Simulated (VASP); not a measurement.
Input of a VASP 6.6.1 run:

File INCAR:

```
SYSTEM = SiO2
PREC = Accurate
ENCUT = 1340
EDIFF = 1E-6
ISMEAR = 0
SIGMA = 0.02
LREAL = .FALSE.
LASPH = .TRUE.
NELM = 120
ALGO = Normal
ISIF = 2
LWAVE = .FALSE.
LCHARG = .FALSE.
NBANDS = 44
GGA_COMPAT = .FALSE.
```

File KPOINTS:

```
Automatic mesh
0
G
  6 6 4
  0 0 0
```

Contents of POSCAR:

```
SiO2
1.0
    4.5259704670      0.0000000000      0.0000000000
    0.0000000000      4.5259704670      0.0000000000
    0.0000000000      0.0000000000      6.0204480330
Si O
4 8
Direct
    0.1547038355      0.1547038355      0.0000000000
    0.3452961645      0.6547038355      0.7500000000
    0.6547038355      0.3452961645      0.2500000000
    0.8452961645      0.8452961645      0.5000000000
    0.6911271682      0.7200339217      0.7216697877
    0.3088728318      0.2799660783      0.2216697877
    0.7200339217      0.6911271682      0.2783302123
    0.2200339217      0.8088728318      0.9716697877
    0.2799660783      0.3088728318      0.7783302123
    0.1911271682      0.7799660783      0.5283302123
    0.8088728318      0.2200339217      0.0283302123
    0.7799660783      0.1911271682      0.4716697877
```

Potentials or basis: VASP PAW LDA potentials, release 64 (Si, O_h).

Launch:

```console
$ cat potpaw_LDA.64/Si/POTCAR potpaw_LDA.64/O_h/POTCAR > POTCAR
$ mpirun -np 1 vasp_std > vasp.out
```

Task: Estimate the pressure.

Result: 10.4 GPa.

Task: Estimate the band gap on the k mesh.

Result: 6.00 eV.

Task: What does it give for the largest force?

Result: 0.053 eV/Å.

Forces in eV/Å, atoms in the order of the input:
```
Si  -0.004 -0.004  0.000
Si   0.004 -0.004  0.000
Si  -0.004  0.004  0.000
Si   0.004  0.004  0.000
O    0.030 -0.010  0.043
O   -0.030  0.010  0.043
O   -0.010  0.030 -0.043
O   -0.010 -0.030  0.043
O    0.010 -0.030 -0.043
O    0.030  0.010 -0.043
O   -0.030 -0.010 -0.043
O    0.010  0.030  0.043
```

Caveat: the cell stands under pressure. A k mesh can miss the band edges.
